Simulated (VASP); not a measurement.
Crystal: CaO.

```
Ca O
1.0
     3.98103    0.00000    0.00000
    -1.99051    3.44767    0.00000
     0.00000    0.00000    4.77012
Ca O
2 2
Direct
  0.33333 0.66667 0.25000
  0.66667 0.33333 0.75000
  0.66667 0.33333 0.25000
  0.33333 0.66667 0.75000
```

Base run:

| Item | Value |
| --- | --- |
| Program | VASP 6.6.1 |
| Functional | PBE |
| Potentials or basis | VASP PAW PBE potentials, release 64 (Ca_sv, O) |
| Cutoff | 520 eV |
| k mesh | 6 × 6 × 4 |
| Occupations | gaussian, width 0.01 eV |
| Spin | no spin polarisation |

Its results: band gap on the k mesh 3.19 eV, direct; pressure 2.3 GPa.

**Question.** The run is repeated on the same cell with these changes: functional from PBE to LDA; potentials or basis from VASP PAW PBE potentials, release 64 (Ca_sv, O) to VASP PAW LDA potentials, release 64 (Ca_sv, O). What comes out?

**Answer.** Band gap on the k mesh 3.03 eV, direct; pressure -4.4 GPa.

